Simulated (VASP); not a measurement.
Set up this calculation in VASP 6.6.1, as the native input.

| Quantity | Value |
| --- | --- |
| Task | single point |
| Functional | PBE |
| Potentials or basis | VASP PAW PBE potentials, release 64 (Y_sv) |
| Cutoff | 520 eV |
| k mesh | 37 × 37 × 37 |
| Occupations | fermi-dirac, width 0.0612256 eV |
| Spin | no spin polarisation |
| Dipole correction | no |
| Further INCAR settings | ALGO = Normal; EDIFF = 1e-06; NBANDS = 12 |

The structure of Y lies in POSCAR:

```
Y
1.0
    0.0000000000      2.5819908211      2.5819908211
    2.5819908211      0.0000000000      2.5819908211
    2.5819908211      2.5819908211      0.0000000000
Y
1
Direct
    0.0000000000      0.0000000000      0.0000000000
```

This isn't the form of Y at room conditions, which is hcp.

These files were run (other wordings do the same):

INCAR

```
SYSTEM = Y
ALGO     = Normal         ! electronic algorithm
EDIFF    = 1E-6           ! SCF threshold, eV
ENCUT    = 520            ! plane-wave cutoff, eV
GGA      = PE             ! functional
ISIF     = 2              ! what is computed and relaxed
ISMEAR   = -1             ! smearing method
LASPH    = .TRUE.         ! aspherical terms in the spheres
LCHARG   = .FALSE.        ! write CHGCAR
LREAL    = .FALSE.        ! projectors in reciprocal space
LWAVE    = .FALSE.        ! write WAVECAR
NBANDS   = 12             ! bands
NELM     = 80             ! most SCF steps
PREC     = Accurate       ! precision mode
SIGMA    = 0.06122561905347299 ! smearing width, eV
```

KPOINTS

```
k-points
0
G
  37 37 37
  0 0 0
```

Potentials or basis: VASP PAW PBE potentials, release 64 (Y_sv).

Command:

```console
$ cat potpaw_PBE.64/Y_sv/POTCAR > POTCAR
$ mpirun -np 1 vasp_std > vasp.out
```

It gave:

The pressure is -2.2 GPa and the band gap on the k mesh is zero (an odd number of electrons rules out a gap without spin polarisation).

It took 7.5 min on 1 thread of Intel Xeon 8259CL (shared host), peak memory 0.68 GiB.
